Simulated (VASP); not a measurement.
# Li (Im-3m) in VASP: a series of runs

The runs below take Li through single point, relaxation of cell and atoms, with r2SCAN.

All numbers are computed with VASP 6.6.1; they aren't measurements. Logs are shortened: lines on timing, memory, paths and dates and some standing lists are left out, and cuts for length are marked.

### 1 The cell of the first run

The structure is cubic, space group Im-3m (No. 229). The conventional cell has a = 3.480 Å, b = 3.480 Å, c = 3.480 Å, α = 90.00°, β = 90.00°, γ = 90.00°. Within 4.0 Å of Li (site symmetry m-3m) lie 14 Li at 3.01 to 3.48 Å.

### 2 Single point, r2SCAN

File POSCAR:

```
Li
1.0
   -1.7399606956      1.7399606956      1.7399606956
    1.7399606956     -1.7399606956      1.7399606956
    1.7399606956      1.7399606956     -1.7399606956
Li
1
Direct
    0.0000000000      0.0000000000      0.0000000000
```

File INCAR.step1:

```
PREC = Accurate ; ENCUT = 830
ISMEAR = -1 ; SIGMA = 0.1
LREAL = False ; LASPH = True
NELM = 120 ; NBANDS = 8
GGA = PE ; ALGO = Normal
EDIFF = 1E-5 ; LWAVE = True
LCHARG = False ; GGA_COMPAT = False
```

File INCAR.step2:

```
PREC = Accurate ; ENCUT = 830
EDIFF = 1E-6 ; ISMEAR = -1
SIGMA = 0.1 ; LREAL = False
LASPH = True ; NELM = 120
ALGO = Normal ; ISIF = 2
LWAVE = False ; LCHARG = False
METAGGA = R2SCAN ; LMIXTAU = True
NBANDS = 8 ; ISTART = 1
GGA_COMPAT = False
```

File KPOINTS:

```
Automatic mesh
0
Gamma
  8 8 8
```

Potentials or basis: VASP PAW PBE potentials, release 64 (Li_sv).

Launch:

```sh
cat potpaw_PBE.64/Li_sv/POTCAR > POTCAR
cp INCAR.step1 INCAR
mpirun -np 1 vasp_std > vasp.out
cp INCAR.step2 INCAR
mpirun -np 1 vasp_std > vasp.out
```

OUTCAR:

```text
PREC = Accurate
   ENCUT = 830
   EDIFF = 1E-6
   ISMEAR = -1
   LREAL = False
   LASPH = True
   NELM = 120
   ISIF = 2
   METAGGA = R2SCAN
   ISTART = 1

 ion  position               nearest neighbor table
   1  0.000  0.000  0.000-

  LATTYP: Found a body centered cubic cell.
 ALAT       =     3.4799213912

  Lattice vectors:

 A1 = (  -1.7399606956,   1.7399606956,   1.7399606956)
 A2 = (   1.7399606956,  -1.7399606956,   1.7399606956)
 A3 = (   1.7399606956,   1.7399606956,  -1.7399606956)

Analysis of symmetry for initial positions (statically):
=====================================================================
 Subroutine PRICEL returns:
 Original cell was already a primitive cell.

 Routine SETGRP: Setting up the symmetry group for a
 body centered cubic supercell.

 Subroutine GETGRP returns: Found 48 space group operations
 (whereof 48 operations were pure point group operations)
 out of a pool of 48 trial point group operations.

The static configuration has the point symmetry O_h .

Analysis of symmetry for dynamics (positions and initial velocities):
=====================================================================
 Subroutine PRICEL returns:
 Original cell was already a primitive cell.

 Routine SETGRP: Setting up the symmetry group for a
 body centered cubic supercell.

 Subroutine GETGRP returns: Found 48 space group operations
 (whereof 48 operations were pure point group operations)
 out of a pool of 48 trial point group operations.

The dynamic configuration has the point symmetry O_h .

 Subroutine INISYM returns: Found 48 space group operations
 (whereof 48 operations are pure point group operations),
 and found     1 'primitive' translations

----------------------------------------------------------------------------------------

                                     Primitive cell

  volume of cell :      21.0707

  direct lattice vectors                    reciprocal lattice vectors
    -1.739960696  1.739960696  1.739960696     0.000000000  0.287362813  0.287362813
     1.739960696 -1.739960696  1.739960696     0.287362813  0.000000000  0.287362813
     1.739960696  1.739960696 -1.739960696     0.287362813  0.287362813  0.000000000

  length of vectors
     3.013700328  3.013700328  3.013700328     0.406392387  0.406392387  0.406392387

  position of ions in fractional coordinates (direct lattice)
     0.000000000  0.000000000  0.000000000

  ion indices of the primitive-cell ions
   primitive index   ion index
                 1           1

----------------------------------------------------------------------------------------

 KPOINTS: Automatic mesh

Automatic generation of k-mesh.
 Grid dimensions read from file:
 generate k-points for:    8    8    8

 Generating k-lattice:

  Cartesian coordinates                     Fractional coordinates (reciprocal lattice)
     0.000000000  0.035920352  0.035920352     0.125000000  0.000000000  0.000000000
     0.035920352  0.000000000  0.035920352     0.000000000  0.125000000  0.000000000
     0.035920352  0.035920352  0.000000000     0.000000000  0.000000000  0.125000000

  Length of vectors
     0.050799048  0.050799048  0.050799048

  Shift w.r.t. Gamma in fractional coordinates (k-lattice)
     0.000000000  0.000000000  0.000000000

 Subroutine IBZKPT returns following result:
 ===========================================

 Found     29 irreducible k-points:

 Following reciprocal coordinates:
            Coordinates               Weight
  0.000000  0.000000  0.000000      1.000000
  0.125000  0.000000  0.000000     12.000000
  0.250000  0.000000  0.000000     12.000000
  0.375000  0.000000  0.000000     12.000000
  0.500000  0.000000  0.000000      6.000000
  0.125000  0.125000  0.000000     24.000000
[... 16 lines left out ...]
 -0.250000  0.250000  0.250000      6.000000
 -0.375000  0.375000  0.250000     24.000000
 [... further k-points ...]
   k-points           NKPTS =     29   k-points in BZ     NKDIM =     29   number of bands    NBANDS=      8
   number of dos      NEDOS =    301   number of ions     NIONS =      1
   total plane-waves  NPLWV =  21952
   dimension x,y,z NGX =    28 NGY =   28 NGZ =   28
   dimension x,y,z NGXF=    56 NGYF=   56 NGZF=   56
   ions per type =               1
   NGX,Y,Z   is equivalent  to a cutoff of  15.45, 15.45, 15.45 a.u.
   NGXF,Y,Z  is equivalent  to a cutoff of  30.89, 30.89, 30.89 a.u.
 SYSTEM =  unknown system
   PREC   = accura    normal or accurate (medium, high low for compatibility)
   ISTART =      1    job   : 0-new  1-cont  2-samecut
   ICHARG =      0    charge: 1-file 2-atom 10-const
   ISPIN  =      1    spin polarized calculation?
   LNONCOLLINEAR =      F non collinear calculations
   LSORBIT =      F    spin-orbit coupling
   LASPH  =      T    aspherical Exc in radial PAW
   ENCUT  =  830.0 eV  61.00 Ry    7.81 a.u.   7.08  7.08  7.08*2*pi/ulx,y,z
   NELM   =    120;   NELMIN=  2; NELMDL=  0     # of ELM steps
   EDIFF  = 0.1E-05   stopping-criterion for ELM
   LREAL  =      F    real-space projection
   EDIFFG = 0.1E-04   stopping-criterion for IOM
   NSW    =      0    number of steps for IOM
   IBRION =     -1    ionic relax: 0-MD 1-quasi-New 2-CG
   NFREE  =      0    steps in history (QN), initial steepest desc. (CG)
   ISIF   =      2    stress and relaxation
   ISYM   =      2    0-nonsym 1-usesym 2-fastsym
   POTIM  = 0.5000    time-step for ionic-motion
   TEBEG  =    0.0;   TEEND  =   0.0 temperature during run
   PSTRESS=    0.0 pullay stress
   NELECT =       3.0000    total number of electrons
   NUPDOWN=      -1.0000    fix difference up-down
   EMIN   =  10.00;   EMAX   =-10.00  energy-range for DOS
   EFERMI =   0.00;   METHOD = LEGACY
   ISMEAR =    -1;   SIGMA  =   0.10  broadening in eV -4-tet -1-fermi 0-gaus
   EFERMI_NEDOS =   21; number of points for ismear=-14 and -15
   IALGO  =     38    algorithm
   IMIX   =      4    mixing-type and parameters
     AMIX     =   0.40;   BMIX     =  1.00
     AMIX_MAG =   1.60;   BMIX_MAG =  1.00
  volume/ion in A,a.u.               =      21.07       142.19
  Fermi-wavevector in a.u.,A,eV,Ry     =   0.854848  1.615429  9.942674  0.730766
  Thomas-Fermi vector in A             =   1.971508
   LORBIT       =      0    0 simple, 1 ext, 2 COOP (PROOUT), +10 PAW based schemes
   METAGGA = R2SCAN    functional components
   LHFCALC =     F    Hartree Fock is set to
   AEXX    =    0.0000 exact exchange contribution
   IVDW    =     0    specifies the selected vdW correction
   LEPSILON=     F    determine dielectric tensor
   LRPA    =     F    only Hartree local field effects (RPA)
 non-spin polarized calculation
  energy-cutoff  :      830.00
  volume of cell :       21.07
 maximum number of plane-waves:      1165
   NGX = 15   NGY = 15   NGZ = 15

 number of electron       3.0000002 magnetization

 Free energy of the ion-electron system (eV)
  ---------------------------------------------------
  ext. energy  EPLUGINS =         0.00000000
  ---------------------------------------------------
  free energy    TOTEN  =        -2.38305176 eV

  energy without entropy =       -2.36235615  energy(sigma->0) =       -2.37270396

 E-fermi :   0.5588     XC(G=0):  -7.3484

 val. band max:        0.4971160725   @ k =   0.2500   0.2500   0.0000
 cond. band min:       0.6394050914   @ k =   0.3750   0.1250   0.0000
 fundamental gap:      0.1422890188
 Fermi energy:         0.5588054051

 k-point     1 :       0.0000    0.0000    0.0000
  band No.  band energies     occupation
      1     -47.6240      2.00000
      2      -3.2843      2.00000
      3      16.4205      0.00000
      4      16.4205      0.00000
      5      16.4205      0.00000
      6      20.5858      0.00000
      7      20.5858      0.00000
      8      20.5858      0.00000

 k-point     2 :       0.1250    0.0000    0.0000
  band No.  band energies     occupation
      1     -47.6214      2.00000
      2      -2.9665      2.00000
      3      14.0473      0.00000
      4      15.0282      0.00000
      5      15.8116      0.00000
      6      18.3592      0.00000
      7      18.6515      0.00000
      8      20.6777      0.00000

 k-point     3 :       0.2500    0.0000    0.0000
  band No.  band energies     occupation
      1     -47.6152      2.00000
      2      -2.0151      2.00000
      3       9.7340      0.00000
      4      13.2527      0.00000
      5      14.5557      0.00000
      6      16.3101      0.00000
      7      18.1866      0.00000
      8      21.2764      0.00000

 k-point     4 :       0.3750    0.0000    0.0000
  band No.  band energies     occupation
      1     -47.6090      2.00000
      2      -0.4856      1.99994
      3       5.9747      0.00000
      4      12.1090      0.00000
      5      13.5787      0.00000
      6      15.0666      0.00000
      7      18.3605      0.00000
      8      22.9879      0.00000

 k-point     5 :       0.5000    0.0000    0.0000
  band No.  band energies     occupation
      1     -47.6064      2.00000
      2       0.8130      0.14590
      3       3.9168      0.00000
      4      11.7212      0.00000
      5      13.2305      0.00000
      6      14.6510      0.00000
      7      18.5340      0.00000
      8      24.6114      0.00000
[... 177 lines left out ...]
 k-point    22 :       0.2500    0.2500    0.2500
  band No.  band energies     occupation
      1     -47.6050      2.00000
      2       4.1127      0.00000
      3       4.1127      0.00000
      4       4.1127      0.00000
      5       9.5145      0.00000
      6      25.8832      0.00000
      7      25.8832      0.00000
      8      25.8832      0.00000

 k-point    23 :      -0.2500    0.2500    0.2500
  band No.  band energies     occupation
      1     -47.6078      2.00000
      2      -0.7008      1.99999
      3       9.6533      0.00000
      4       9.6533      0.00000
      5      11.9183      0.00000
      6      14.1644      0.00000
      7      22.5547      0.00000
      8      22.5547      0.00000

 k-point    24 :      -0.3750    0.3750    0.2500
  band No.  band energies     occupation
      1     -47.6026      2.00000
      2       0.9100      0.05796
      3       6.7875      0.00000
      4       8.4619      0.00000
      5      11.8544      0.00000
      6      14.2919      0.00000
      7      18.7957      0.00000
      8      21.9497      0.00000

 [... further k-points ...]

------------------------ aborting loop because EDIFF is reached ----------------------------------------

  FORCE on cell =-STRESS in cart. coord.  units (eV):
  Direction    XX          YY          ZZ          XY          YZ          ZX
  --------------------------------------------------------------------------------------
  -------------------------------------------------------------------------------------
  Total       -0.0044323     -0.0044323     -0.0044323      0.0000000      0.0000000     -0.0000000
  in kB       -0.3370254     -0.3370254     -0.3370254      0.0000000      0.0000000     -0.0000000
  external PRESSURE =      -0.3370254 kB  Pullay stress =       0.0000000 kB

 VOLUME and BASIS-vectors are now :
 -----------------------------------------------------------------------------
  energy-cutoff  :      830.00
  volume of cell :       21.07
      direct lattice vectors                 reciprocal lattice vectors
    -1.739960696  1.739960696  1.739960696     0.000000000  0.287362813  0.287362813
     1.739960696 -1.739960696  1.739960696     0.287362813  0.000000000  0.287362813
     1.739960696  1.739960696 -1.739960696     0.287362813  0.287362813  0.000000000

 POSITION                                       TOTAL-FORCE (eV/Angst)
 -----------------------------------------------------------------------------------
      0.00000      0.00000      0.00000        -0.000000      0.000000     -0.000000
 -----------------------------------------------------------------------------------
    total drift:                                0.000000     -0.000000      0.000000

  FREE ENERGIE OF THE ION-ELECTRON SYSTEM (eV)
  ---------------------------------------------------
  free  energy   TOTEN  =        -2.3830517585 eV

  energy  without entropy=       -2.3623561544  energy(sigma->0) =       -2.37270396
```

Wall time 47 s (1 thread of Intel Xeon 8259CL, shared host); peak memory 0.12 GiB.

What came out:

```
Free energy            : -2.3831 eV
Pressure               : 0.0 GPa
Band gap on the k mesh : zero (an odd number of electrons rules out a gap without spin polarisation)
```

Caveat: the PAW data sets were made with another functional, which shifts forces and pressure a little.

[end of part 1 of 2]

The gap in the log of VASP goes by the Fermi energy; the results here count the filled bands.